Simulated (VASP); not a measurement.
# H21ClO10 in VASP: further runs, part 2 of 2

VASP 6.6.1. Earlier steps stand in the parts before.

## (3) Single point, r2SCAN

File POSCAR:

```
H21ClO10
1.0
    7.0540040000      0.0000000000      0.0000000000
    0.0000000000      7.0540040000      0.0000000000
    0.0000000000      0.0000000000      7.0540040000
O H Cl
10 21 1
Direct
    0.3558688087      0.3195490107      0.2650267848
    0.6909267417      0.7647571507      0.0637226744
    0.4708106205      0.7905297474      0.6793588436
    0.3622906933     -0.0399064134      1.0030757000
    0.3700168018      0.4445702044      0.8722989100
    0.9277567747      0.5578959127      0.6293446956
    0.7135947187      0.2647999633      0.8859790837
    0.9547768898      0.4750068188      0.2283667545
    0.2437339134      0.9192651436      0.3705129739
    1.0315134497      1.0311590410      0.8107310401
    0.3596538930      0.2612417005      0.1402182363
    0.3426989834      0.2128011268      0.3449246697
    0.6857523755      0.8847315652     -0.0070598202
    0.8176916259      0.7253469094      0.0227388587
    0.3761835122      0.8225682889      0.5779837947
    0.5808474166      0.8610854204      0.6475754763
    0.2384036074      0.0073291708      0.9635378715
    0.4151968159     -0.0873546428      0.8852986191
    0.4060814255      0.5682446452      0.8229085212
    0.2480718752      0.4224125759      0.8025938176
    0.8998719025      0.5242979732      0.4982418496
    0.8363051680      0.4724267239      0.6935918948
    0.7660897272      0.3531894793      0.9736456061
    0.5772466248      0.2888997511      0.8964837559
    0.8851001502      0.3851287864      0.3104194440
    1.0831437011      0.4363904529      0.2394810097
    0.1061241247      0.8962994634      0.3875812943
    0.2813012298      0.8887576474      0.2375246739
    1.0115531548      0.9184287392      0.7369856893
    0.9130275514      1.1059676178      0.8027497574
    0.7482842369      0.8553581767      0.2729088331
    0.7772181587      0.9849016247      0.4202719477
```

File INCAR.step1:

```
PREC     = Accurate       # precision mode
ENCUT    = 520            # plane-wave cutoff, eV
ISMEAR   = -1             # smearing method
SIGMA    = 0.02           # smearing width, eV
LREAL    = Auto         
LASPH    = T              # aspherical terms in the spheres
NELM     = 80             # most SCF steps
NBANDS   = 66             # bands
GGA      = PE             # functional
ALGO     = Normal         # electronic algorithm
EDIFF    = 1E-4           # SCF threshold, eV
LWAVE    = T              # write WAVECAR
LCHARG   = F              # write CHGCAR
```

File INCAR.step2:

```
PREC     = Accurate       # precision mode
ENCUT    = 520            # plane-wave cutoff, eV
EDIFF    = 1E-6           # SCF threshold, eV
ISMEAR   = -1             # smearing method
SIGMA    = 0.02           # smearing width, eV
LREAL    = Auto         
LASPH    = T              # aspherical terms in the spheres
NELM     = 80             # most SCF steps
ALGO     = Normal         # electronic algorithm
ISIF     = 2              # what is computed and relaxed
LWAVE    = F              # write WAVECAR
LCHARG   = T              # write CHGCAR
METAGGA  = R2SCAN         # meta-GGA
LMIXTAU  = T            
LELF     = T              # ELF
LVHAR    = T            
NBANDS   = 66             # bands
ISTART   = 1
```

File KPOINTS:

```
Automatic mesh
0
Gamma
  1 1 1
```

Potentials or basis: VASP PAW PBE potentials, release 64 (O, H, Cl).

The run is started by

```console
> cat potpaw_PBE.64/O/POTCAR potpaw_PBE.64/H/POTCAR potpaw_PBE.64/Cl/POTCAR > POTCAR
> cp INCAR.step1 INCAR
> mpirun -np 1 vasp_gam > vasp.out
> cp INCAR.step2 INCAR
> mpirun -np 1 vasp_gam > vasp.out
```

OUTCAR:

```text
PREC = Accurate
   ENCUT = 520
   EDIFF = 1E-6
   ISMEAR = -1
   LREAL = Auto
   LASPH = T
   NELM = 80
   ISIF = 2
   METAGGA = R2SCAN
   ISTART = 1

 ion  position               nearest neighbor table
   1  0.356  0.320  0.265-  12 0.95  11 0.97
   2  0.691  0.765  0.064-  14 0.98  13 0.98
   3  0.471  0.791  0.679-  16 0.95  15 1.00
   4  0.362  0.960  0.003-  18 0.97  17 0.98
   5  0.370  0.445  0.872-  19 0.97  20 1.00
   6  0.928  0.558  0.629-  21 0.97  22 0.99
   7  0.714  0.265  0.886-  23 0.95  24 0.98
   8  0.955  0.475  0.228-  26 0.95  25 0.99
   9  0.244  0.919  0.371-  27 0.99  28 1.00
  10  0.032  0.031  0.811-  29 0.96  30 0.99
  11  0.360  0.261  0.140-   1 0.97
  12  0.343  0.213  0.345-   1 0.95
  13  0.686  0.885  0.993-   2 0.98
  14  0.818  0.725  0.023-   2 0.98
  15  0.376  0.823  0.578-   3 1.00
  16  0.581  0.861  0.648-   3 0.95
[... 14 lines left out ...]
  31  0.748  0.855  0.273-  32 1.40
  32  0.777  0.985  0.420-  31 1.40

  LATTYP: Found a simple cubic cell.
 ALAT       =     7.0540040000

  Lattice vectors:

 A1 = (   7.0540040000,   0.0000000000,   0.0000000000)
 A2 = (   0.0000000000,   7.0540040000,   0.0000000000)
 A3 = (   0.0000000000,   0.0000000000,   7.0540040000)

Analysis of symmetry for initial positions (statically):
=====================================================================
 Subroutine PRICEL returns:
 Original cell was already a primitive cell.

 Routine SETGRP: Setting up the symmetry group for a
 simple cubic supercell.

 Subroutine GETGRP returns: Found  1 space group operations
 (whereof  1 operations were pure point group operations)
[... 169 lines left out ...]
   IALGO  =     38    algorithm
   IMIX   =      4    mixing-type and parameters
     AMIX     =   0.40;   BMIX     =  1.00
     AMIX_MAG =   1.60;   BMIX_MAG =  1.00
  volume/ion in A,a.u.               =      10.97        74.02
  Fermi-wavevector in a.u.,A,eV,Ry     =   1.032286  1.950738 14.498563  1.065614
  Thomas-Fermi vector in A             =   2.166476
   LORBIT       =      0    0 simple, 1 ext, 2 COOP (PROOUT), +10 PAW based schemes
   METAGGA = R2SCAN    functional components
   LHFCALC =     F    Hartree Fock is set to
   AEXX    =    0.0000 exact exchange contribution
   IVDW    =     0    specifies the selected vdW correction
   LEPSILON=     F    determine dielectric tensor
   LRPA    =     F    only Hartree local field effects (RPA)
 non-spin polarized calculation
  energy-cutoff  :      520.00
  volume of cell :      351.00
 maximum number of plane-waves:      4730
 NGX is ok and might be reduce to    54
   NGX = 27   NGY = 27   NGZ = 27

 number of electron      87.9999998 magnetization

 Free energy of the ion-electron system (eV)
  ---------------------------------------------------
  ext. energy  EPLUGINS =         0.00000000
  ---------------------------------------------------
  free energy    TOTEN  =      -167.46456965 eV

  energy without entropy =     -167.46456965  energy(sigma->0) =     -167.46456965

 E-fermi :  -3.4902     XC(G=0):  -7.0282

 val. band max:       -4.0180198716   @ k =   0.0000   0.0000   0.0000
 cond. band min:       1.0464489868   @ k =   0.0000   0.0000   0.0000
 fundamental gap:      5.0644688585
 Fermi energy:        -3.4902187258

 k-point     1 :       0.0000    0.0000    0.0000
  band No.  band energies     occupation
      1     -24.5569      2.00000
      2     -24.0384      2.00000
      3     -23.9377      2.00000
      4     -23.8267      2.00000
      5     -23.6662      2.00000
      6     -23.3357      2.00000
[... 48 lines left out ...]
     55       6.1654      0.00000
     56       6.2766      0.00000
 [bands above 56 left out]

------------------------ aborting loop because EDIFF is reached ----------------------------------------

  FORCE on cell =-STRESS in cart. coord.  units (eV):
  Direction    XX          YY          ZZ          XY          YZ          ZX
  --------------------------------------------------------------------------------------
  -------------------------------------------------------------------------------------
  Total       -2.7933843     -2.5136235     -1.9468626     -1.0155029      0.0157973     -0.5431902
  in kB      -12.7507042    -11.4737058     -8.8866643     -4.6353725      0.0721085     -2.4794503
  external PRESSURE =     -11.0370247 kB  Pullay stress =       0.0000000 kB

 VOLUME and BASIS-vectors are now :
 -----------------------------------------------------------------------------
  energy-cutoff  :      520.00
  volume of cell :      351.00
      direct lattice vectors                 reciprocal lattice vectors
     7.054004000  0.000000000  0.000000000     0.141763458  0.000000000  0.000000000
     0.000000000  7.054004000  0.000000000     0.000000000  0.141763458  0.000000000
     0.000000000  0.000000000  7.054004000     0.000000000  0.000000000  0.141763458

 POSITION                                       TOTAL-FORCE (eV/Angst)
 -----------------------------------------------------------------------------------
      2.51030      2.25410      1.86950        -0.191572      0.738274     -0.912294
      4.87380      5.39460      0.44950         1.357191      0.780470     -0.413800
      3.32110      5.57640      4.79220        -1.627924     -0.275281     -0.165931
      2.55560      6.77250      0.02170        -0.427168      0.663168      0.656357
      2.61010      3.13600      6.15320        -1.750663     -0.199012     -0.989788
      6.54440      3.93540      4.43940        -1.019099     -1.031598      0.353221
[... 24 lines left out ...]
      5.27840      6.03370      1.92510        -0.228007      0.632701      0.277850
      5.48250      6.94750      2.96460         0.043017     -0.474793     -0.764917
 -----------------------------------------------------------------------------------
    total drift:                               -0.007832      0.011706      0.004837

  FREE ENERGIE OF THE ION-ELECTRON SYSTEM (eV)
  ---------------------------------------------------
  free  energy   TOTEN  =      -167.4645696521 eV

  energy  without entropy=     -167.4645696521  energy(sigma->0) =     -167.46456965
```

Run time: 87 s. Hardware: 1 thread of Intel Xeon 6975P-C (Granite Rapids), shared host; peak memory 0.41 GiB.

Results:

- Free energy: -167.4646 eV
- Pressure: -1.1 GPa
- Largest force: 2.069 eV/Å
- Band gap on the k mesh: 5.06 eV

Forces on the atoms (eV/Å):
```
O   -0.192  0.738 -0.912
O    1.357  0.780 -0.414
O   -1.628 -0.275 -0.166
O   -0.427  0.663  0.656
O   -1.751 -0.199 -0.990
O   -1.019 -1.032  0.353
O   -0.143 -0.388 -0.473
O   -1.988 -0.310  0.485
O   -0.764 -0.451 -0.044
O   -0.661  0.526  0.188
H    0.125  0.302  0.113
H   -0.180 -1.069  0.881
H   -0.574 -0.199  0.538
H   -0.276 -0.513  0.447
H    0.700 -0.097  0.319
H    0.881  0.294 -0.603
H    0.006 -0.011 -0.161
H   -0.103 -0.509 -0.336
H    0.369  0.073  0.054
H    1.325  0.013  0.779
H    0.552  0.801  0.160
H    0.592  0.602  0.023
H    0.540  0.358  0.782
H   -0.111  0.116 -0.420
H    0.446  0.286 -1.082
H    1.639 -0.450  0.089
H    1.242  0.195 -0.449
H   -0.249  0.161  0.725
H   -0.069 -0.233 -0.256
H    0.549 -0.331  0.202
H   -0.228  0.633  0.278
Cl   0.043 -0.475 -0.765
```

Levels at points of the mesh, in eV from the valence-band top:
| k point | band 41 | band 42 | band 43 | band 44 | band 45 | band 46 | band 47 | band 48 |
| --- | --- | --- | --- | --- | --- | --- | --- | --- |
| (0.00, 0.00, 0.00) | -0.38 | -0.36 | -0.14 | 0.00 | 5.06 | 7.63 | 7.69 | 8.32 |

Caveat: the k points lie up to 0.89 Å⁻¹ apart; the PAW data sets were made with another functional, which shifts forces and pressure a little.

## (4) Single point, r2SCAN

File POSCAR:

```
H21ClO10
1.0
    7.0540040000      0.0000000000      0.0000000000
    0.0000000000      7.0540040000      0.0000000000
    0.0000000000      0.0000000000      7.0540040000
O H Cl
10 21 1
Direct
    0.3721716064      0.3253471362      0.2649275504
    0.6949811766      0.7693077577      0.0758292737
    0.4597672471      0.7788626148      0.6656361408
    0.3606604136     -0.0272894657      0.9971925165
    0.3693079845      0.4476322951      0.8753326480
    0.9184145628      0.5663166621      0.6106602718
    0.7244396232      0.2641903804      0.8859082019
    0.9516722701      0.4790329010      0.2178479060
    0.2473205289      0.9264241982      0.3761693359
    1.0336257252      1.0053864444      0.8184996776
    0.4174933839      0.3155371049      0.1358660982
    0.3944001166      0.2073999391      0.3210942324
    0.6934359550      0.8909266283      0.0089878032
    0.8223839964      0.7169545126      0.0754890414
    0.3690811630      0.8074704806      0.5618511132
    0.5810742381      0.8166425763      0.6228519292
    0.2402040033      0.0362347399      0.9896507005
    0.3787919599     -0.1034022663      0.8826051134
    0.4039407973      0.5479157653      0.7906006291
    0.2366882695      0.4289478713      0.8269204270
    0.8822081757      0.5937904203      0.4847601447
    0.7993757871      0.5387578459      0.6724124341
    0.7984685010      0.3138217670      0.9796705531
    0.5984686144      0.3167987997      0.8910967445
    0.9057834387      0.3496737456      0.2437622661
    1.0855111508      0.4713351453      0.2502833852
    0.1184008401      0.9821514136      0.3670681219
    0.2889848092      0.8984967970      0.2481711096
    0.9909265716      0.9277000694      0.7092000515
    0.9030190513      1.0565630527      0.8468665456
    0.6968666306      0.8852419137      0.2812161717
    0.7714625623      0.9759279978      0.4311735576
```

File INCAR.step1:

```
SYSTEM = H21ClO10
PREC = Accurate
ENCUT = 520
ISMEAR = -1
SIGMA = 0.02
LREAL = Auto
LASPH = .True.
NELM = 60
NBANDS = 66
GGA = PE
ALGO = Normal
EDIFF = 1E-4
LWAVE = .True.
LCHARG = .False.
```

File INCAR.step2:

```
SYSTEM = H21ClO10
PREC = Accurate
ENCUT = 520
EDIFF = 1E-6
ISMEAR = -1
SIGMA = 0.02
LREAL = Auto
LASPH = .True.
NELM = 60
ALGO = Normal
ISIF = 2
LWAVE = .False.
LCHARG = .False.
METAGGA = R2SCAN
LMIXTAU = .True.
NBANDS = 66
ISTART = 1
```

File KPOINTS:

```
regular mesh
0
Gamma
  1 1 1
  0 0 0
```

The run is started by

```console
> cat potpaw_PBE.64/O/POTCAR potpaw_PBE.64/H/POTCAR potpaw_PBE.64/Cl/POTCAR > POTCAR
> cp INCAR.step1 INCAR
> mpirun -np 1 vasp_gam > vasp.out
> cp INCAR.step2 INCAR
> mpirun -np 1 vasp_gam > vasp.out
```

Wall time 87 s (1 thread of Intel Xeon 6975P-C (Granite Rapids), shared host); peak memory 0.4 GiB.

The run converged. Its results:

* Free energy: -167.0577 eV
* Pressure: 0.0 GPa
* Largest force: 3.248 eV/Å
* Band gap on the k mesh: 4.96 eV

Forces in eV/Å, atoms in the order of the input:
```
O   -0.346  1.621 -0.731
O   -0.176  0.632  0.258
O   -1.609 -0.718  0.310
O    0.709 -0.074  0.939
O   -2.028 -0.649 -0.545
O    0.097  0.045  1.393
O   -1.059 -1.857 -2.354
O   -0.203 -0.879 -0.089
O   -1.165  0.406  0.366
O   -2.925 -0.159 -0.785
H   -0.204  0.129  0.033
H    0.171 -1.626  0.782
H    0.016 -0.564 -0.005
H    0.006  0.049 -0.088
H    0.404  0.161  0.297
H    0.876  0.407 -0.437
H   -0.021 -0.197 -0.729
H   -0.277  0.221  0.029
H    0.798  1.043 -0.350
H    1.366 -0.320  0.800
H   -0.046  0.114 -1.344
H    0.102 -0.271  0.212
H    1.636  1.669  2.255
H   -0.618  0.137  0.045
H    0.220  0.901  0.141
H    0.188 -0.094 -0.108
H    1.268 -0.654  0.065
H    0.069  0.044 -0.570
H    1.067  0.077  0.678
H    1.436  0.242 -0.042
H    0.295 -0.414 -0.315
Cl  -0.047  0.577 -0.113
```

Stress tensor (GPa, compression positive):
```
-0.99  0.92 -0.16
 0.92 -0.36 -0.49
-0.16 -0.49  1.49
```

Levels at points of the mesh, in eV from the valence-band top:
| k point | band 40 | band 41 | band 42 | band 43 | band 44 | band 45 | band 46 | band 47 | band 48 | band 49 |
| --- | --- | --- | --- | --- | --- | --- | --- | --- | --- | --- |
| (0.00, 0.00, 0.00) | -0.70 | -0.52 | -0.21 | -0.17 | 0.00 | 4.96 | 7.41 | 7.84 | 7.97 | 8.32 |

Caveat: the k points lie up to 0.89 Å⁻¹ apart; the PAW data sets were made with another functional, which shifts forces and pressure a little.
